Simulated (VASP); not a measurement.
# ZnS (P1) in VASP: single point with PBE

Aim: the single point of ZnS with PBE.

Everything below comes from runs of VASP 6.6.1. Logs are shortened: lines on timing, memory, paths and dates and some standing lists are left out, and cuts for length are marked.

## Step 1: The cell of the first run

The typed cell holds 6 atoms: a = 3.849 Å, b = 3.849 Å, c = 9.515 Å, α = 82.25°, β = 86.13°, γ = 60.00°.

## Step 2: Single point, PBE (the part above a cut slid along it)

Contents of INCAR:

```
  PREC = Accurate
  ENCUT = 520
  EDIFF = 1E-6
  ISMEAR = 0
  SIGMA = 0.05
  LREAL = F
  LASPH = T
  NELM = 80
  ALGO = Normal
  ISIF = 2
  LWAVE = F
  LCHARG = T
  GGA = PE
  LELF = T
  LVHAR = T
  NBANDS = 36
```

Contents of KPOINTS:

```
regular mesh
0
Gamma
  8 8 3
```

Contents of POSCAR:

```
ZnS
1.0
    2.7215639849     -2.7215639849      0.0000000000
    2.7215639849      0.0000000000     -2.7215639849
    6.3503159649      5.4431279699      4.5359399749
Zn S
3 3
Direct
    0.3333333333      0.1805444444      0.4583666667
    0.6666666667      0.6249888889      0.1250333333
    0.0000000000     -0.2639000000      0.7917000000
    0.6666666667      0.3749888889      0.8750333333
    1.0000000000     -0.1805666667      0.5417000000
    0.3333333333      0.2638777778      0.2083666667
```

Potentials or basis: VASP PAW PBE potentials, release 64 (Zn, S).

Command:

```
cat potpaw_PBE.64/Zn/POTCAR potpaw_PBE.64/S/POTCAR > POTCAR
mpirun -np 1 vasp_std > vasp.out
```

OUTCAR:

```text
PREC = Accurate
   ENCUT = 520
   EDIFF = 1E-6
   ISMEAR = 0
   LREAL = F
   LASPH = T
   NELM = 80
   ISIF = 2
   GGA = PE

 ion  position               nearest neighbor table
   1  0.333  0.181  0.458-   5 2.36   5 2.36   5 2.36   6 2.36
   2  0.667  0.625  0.125-   6 2.36   6 2.36   6 2.36   4 2.68
   3  0.000  0.736  0.792-   4 2.36   4 2.36   4 2.36   5 2.36
   4  0.667  0.375  0.875-   3 2.36   3 2.36   3 2.36   2 2.68
   5  0.000  0.819  0.542-   1 2.36   1 2.36   1 2.36   3 2.36
   6  0.333  0.264  0.208-   2 2.36   1 2.36   2 2.36   2 2.36

  LATTYP: Found a base centered monoclinic cell.
 ALAT       =     3.8488726983
 B/A-ratio  =     1.7320508076
 C/A-ratio  =     2.4720661624
 COS(beta)  =    -0.1348399725

  Lattice vectors:

 A1 = (  -2.7215639849,   2.7215639849,   0.0000000000)
 A2 = (   0.0000000000,  -2.7215639849,   2.7215639849)
 A3 = (   6.3503159649,   5.4431279699,   4.5359399749)

Analysis of symmetry for initial positions (statically):
=====================================================================
 Subroutine PRICEL returns:
 Original cell was already a primitive cell.

 Routine SETGRP: Setting up the symmetry group for a
 base centered monoclinic supercell.

 Subroutine GETGRP returns: Found  1 space group operations
 (whereof  1 operations were pure point group operations)
 out of a pool of  4 trial point group operations.

The static configuration has the point symmetry C_1 .

Analysis of symmetry for dynamics (positions and initial velocities):
=====================================================================
 Subroutine PRICEL returns:
 Original cell was already a primitive cell.

 Routine SETGRP: Setting up the symmetry group for a
 base centered monoclinic supercell.

 Subroutine GETGRP returns: Found  1 space group operations
 (whereof  1 operations were pure point group operations)
 out of a pool of  4 trial point group operations.

The dynamic configuration has the point symmetry C_1 .

 Subroutine INISYM returns: Found  1 space group operations
 (whereof  1 operations are pure point group operations),
 and found     1 'primitive' translations

----------------------------------------------------------------------------------------

                                     Primitive cell

  volume of cell :     120.9503

  direct lattice vectors                    reciprocal lattice vectors
     2.721563985 -2.721563985  0.000000000     0.122478595 -0.244957190  0.122478595
     2.721563985  0.000000000 -2.721563985     0.102065496  0.102065496 -0.265370289
     6.350315965  5.443127970  4.535939975     0.061239298  0.061239298  0.061239298

  length of vectors
     3.848872698  3.848872698  9.514667961     0.300010062  0.302086281  0.106069575

  position of ions in fractional coordinates (direct lattice)
     0.333333333  0.180544444  0.458366667
     0.666666667  0.624988889  0.125033333
     1.000000000  0.736100000  0.791700000
     0.666666667  0.374988889  0.875033333
     1.000000000  0.819433333  0.541700000
     0.333333333  0.263877778  0.208366667

  ion indices of the primitive-cell ions
   primitive index   ion index
                 1           1
                 2           2
                 3           3
                 4           4
                 5           5
                 6           6

----------------------------------------------------------------------------------------

 KPOINTS: regular mesh

Automatic generation of k-mesh.
 Grid dimensions read from file:
 generate k-points for:    8    8    3

 Generating k-lattice:

  Cartesian coordinates                     Fractional coordinates (reciprocal lattice)
     0.015309824 -0.030619649  0.015309824     0.125000000  0.000000000 -0.000000000
     0.012758187  0.012758187 -0.033171286     0.000000000  0.125000000  0.000000000
     0.020413099  0.020413099  0.020413099     0.000000000  0.000000000  0.333333333

  Length of vectors
     0.037501258  0.037760785  0.035356525

  Shift w.r.t. Gamma in fractional coordinates (k-lattice)
     0.000000000  0.000000000  0.000000000

 Subroutine IBZKPT returns following result:
 ===========================================

 Found     98 irreducible k-points:

 Following reciprocal coordinates:
            Coordinates               Weight
  0.000000  0.000000  0.000000      1.000000
  0.125000  0.000000 -0.000000      2.000000
  0.250000  0.000000 -0.000000      2.000000
  0.375000  0.000000 -0.000000      2.000000
  0.500000  0.000000 -0.000000      1.000000
  0.000000  0.125000  0.000000      2.000000
[... 16 lines left out ...]
 -0.375000 -0.375000  0.000000      2.000000
  0.125000  0.375000  0.000000      2.000000
 [... further k-points ...]
   k-points           NKPTS =     98   k-points in BZ     NKDIM =     98   number of bands    NBANDS=     36
   number of dos      NEDOS =    301   number of ions     NIONS =      6
   total plane-waves  NPLWV =  64800
   dimension x,y,z NGX =    30 NGY =   30 NGZ =   72
   dimension x,y,z NGXF=    60 NGYF=   60 NGZF=  144
   ions per type =               3   3
   NGX,Y,Z   is equivalent  to a cutoff of  12.96, 12.96, 12.58 a.u.
   NGXF,Y,Z  is equivalent  to a cutoff of  25.92, 25.92, 25.16 a.u.
 SYSTEM =  unknown system
   PREC   = accura    normal or accurate (medium, high low for compatibility)
   ISTART =      0    job   : 0-new  1-cont  2-samecut
   ICHARG =      2    charge: 1-file 2-atom 10-const
   ISPIN  =      1    spin polarized calculation?
   LNONCOLLINEAR =      F non collinear calculations
   LSORBIT =      F    spin-orbit coupling
   LASPH  =      T    aspherical Exc in radial PAW
   ENCUT  =  520.0 eV  38.22 Ry    6.18 a.u.   7.16  7.16 17.69*2*pi/ulx,y,z
   NELM   =     80;   NELMIN=  2; NELMDL= -5     # of ELM steps
   EDIFF  = 0.1E-05   stopping-criterion for ELM
   LREAL  =      F    real-space projection
   EDIFFG = 0.1E-04   stopping-criterion for IOM
   NSW    =      0    number of steps for IOM
   IBRION =     -1    ionic relax: 0-MD 1-quasi-New 2-CG
   NFREE  =      0    steps in history (QN), initial steepest desc. (CG)
   ISIF   =      2    stress and relaxation
   ISYM   =      2    0-nonsym 1-usesym 2-fastsym
   POTIM  = 0.5000    time-step for ionic-motion
   TEBEG  =    0.0;   TEEND  =   0.0 temperature during run
   PSTRESS=    0.0 pullay stress
   NELECT =      54.0000    total number of electrons
   NUPDOWN=      -1.0000    fix difference up-down
   EMIN   =  10.00;   EMAX   =-10.00  energy-range for DOS
   EFERMI =   0.00;   METHOD = LEGACY
   ISMEAR =     0;   SIGMA  =   0.05  broadening in eV -4-tet -1-fermi 0-gaus
   EFERMI_NEDOS =   21; number of points for ismear=-14 and -15
   IALGO  =     38    algorithm
   IMIX   =      4    mixing-type and parameters
     AMIX     =   0.40;   BMIX     =  1.00
     AMIX_MAG =   1.60;   BMIX_MAG =  1.00
  volume/ion in A,a.u.               =      20.16       136.04
  Fermi-wavevector in a.u.,A,eV,Ry     =   1.251230  2.364482 21.300959  1.565576
  Thomas-Fermi vector in A             =   2.385187
   LORBIT       =      0    0 simple, 1 ext, 2 COOP (PROOUT), +10 PAW based schemes
   GGA     = PE    functional components
   LHFCALC =     F    Hartree Fock is set to
   AEXX    =    0.0000 exact exchange contribution
   IVDW    =     0    specifies the selected vdW correction
   LEPSILON=     F    determine dielectric tensor
   LRPA    =     F    only Hartree local field effects (RPA)
 non-spin polarized calculation
 Gauss-broadening in eV      SIGMA  =   0.05
  energy-cutoff  :      520.00
  volume of cell :      120.95
 maximum number of plane-waves:      3280
 NGX is ok and might be reduce to    30
   NGX = 15   NGY = 15   NGZ = 35

 number of electron      54.0000007 magnetization

 Free energy of the ion-electron system (eV)
  ---------------------------------------------------
  ext. energy  EPLUGINS =         0.00000000
  ---------------------------------------------------
  free energy    TOTEN  =       -20.06054083 eV

  energy without entropy =      -20.06054083  energy(sigma->0) =      -20.06054083

 E-fermi :   2.3607     XC(G=0):  -9.5663

 val. band max:        2.1506058566   @ k =   0.0000   0.0000   0.0000
 cond. band min:       3.6253739791   @ k =   0.0000   0.0000   0.0000
 fundamental gap:      1.4747681225
 Fermi energy:         2.3607070566

 k-point     1 :       0.0000    0.0000    0.0000
  band No.  band energies     occupation
      1     -11.1031      2.00000
      2     -10.4996      2.00000
      3     -10.1661      2.00000
      4      -4.5499      2.00000
      5      -4.5366      2.00000
      6      -4.4521      2.00000
[... 28 lines left out ...]
     35       8.8180      0.00000
     36       9.0488      0.00000

 k-point     2 :       0.1250    0.0000   -0.0000
  band No.  band energies     occupation
      1     -11.0064      2.00000
      2     -10.4274      2.00000
      3     -10.0901      2.00000
      4      -4.5472      2.00000
      5      -4.5155      2.00000
      6      -4.4335      2.00000
[... 28 lines left out ...]
     35       8.7961      0.00000
     36       8.9870      0.00000

 k-point     3 :       0.2500    0.0000   -0.0000
  band No.  band energies     occupation
      1     -10.7515      2.00000
      2     -10.2478      2.00000
      3      -9.8980      2.00000
      4      -4.5341      2.00000
      5      -4.4619      2.00000
      6      -4.3791      2.00000
[... 28 lines left out ...]
     35       9.0814      0.00000
     36       9.4682      0.00000
[... 742 lines left out ...]
 k-point    23 :      -0.3750   -0.3750    0.0000
  band No.  band energies     occupation
      1     -10.4460      2.00000
      2     -10.0617      2.00000
      3      -9.6910      2.00000
      4      -4.4983      2.00000
      5      -4.4107      2.00000
      6      -4.2930      2.00000
[... 28 lines left out ...]
     35       9.8504      0.00000
     36      10.1970      0.00000

 k-point    24 :       0.1250    0.3750    0.0000
  band No.  band energies     occupation
      1     -10.5462      2.00000
      2     -10.1291      2.00000
      3      -9.7320      2.00000
      4      -4.4863      2.00000
      5      -4.4421      2.00000
      6      -4.3368      2.00000
[... 28 lines left out ...]
     35       9.3326      0.00000
     36       9.6500      0.00000

 [... further k-points ...]

------------------------ aborting loop because EDIFF is reached ----------------------------------------

  FORCE on cell =-STRESS in cart. coord.  units (eV):
  Direction    XX          YY          ZZ          XY          YZ          ZX
  --------------------------------------------------------------------------------------
  -------------------------------------------------------------------------------------
  Total       -2.1464894      0.6957541      0.3993282     -0.7063354      1.2539748      0.3847756
  in kB      -28.4336380      9.2163603      5.2897325     -9.3565268     16.6108743      5.0969597
  external PRESSURE =      -4.6425151 kB  Pullay stress =       0.0000000 kB

 VOLUME and BASIS-vectors are now :
 -----------------------------------------------------------------------------
  energy-cutoff  :      520.00
  volume of cell :      120.95
      direct lattice vectors                 reciprocal lattice vectors
     2.721563985 -2.721563985  0.000000000     0.122478595 -0.244957190  0.122478595
     2.721563985  0.000000000 -2.721563985     0.102065496  0.102065496 -0.265370289
     6.350315965  5.443127970  4.535939975     0.061239298  0.061239298  0.061239298

 POSITION                                       TOTAL-FORCE (eV/Angst)
 -----------------------------------------------------------------------------------
      4.30932      1.58776      1.58776         0.059710      0.122316      0.110986
      4.30932     -1.13380     -1.13380        -0.348191     -0.134588      0.176020
      7.03089      4.30932      1.58776        -0.033766     -0.111797      0.097584
      8.39167      2.94854      2.94854         0.658308      0.144789     -0.267549
      5.67011      2.94854      0.22698        -0.081322     -0.088319     -0.129385
      2.94854      0.22698      0.22698        -0.254739      0.067599      0.012344
 -----------------------------------------------------------------------------------
    total drift:                               -0.000122     -0.000019      0.000060

  FREE ENERGIE OF THE ION-ELECTRON SYSTEM (eV)
  ---------------------------------------------------
  free  energy   TOTEN  =       -20.0605408342 eV

  energy  without entropy=      -20.0605408342  energy(sigma->0) =      -20.06054083
```

Wall time 3.6 min (1 thread of Intel Xeon 6975P-C (Granite Rapids), shared host); peak memory 0.45 GiB.

Results:

```yaml
Free_energy: -20.0605 eV
Pressure: -0.5 GPa
Largest_force: 0.725 eV/Å
Band_gap_on_the_k_mesh: 1.47 eV
```

Forces in eV/Å, atoms in the order of the input:
```
Zn   0.060  0.122  0.111
Zn  -0.348 -0.135  0.176
Zn  -0.034 -0.112  0.098
S    0.658  0.145 -0.268
S   -0.081 -0.088 -0.129
S   -0.255  0.068  0.012
```

Caveat: the cell differs from its parent crystal (the part above a cut slid along it).
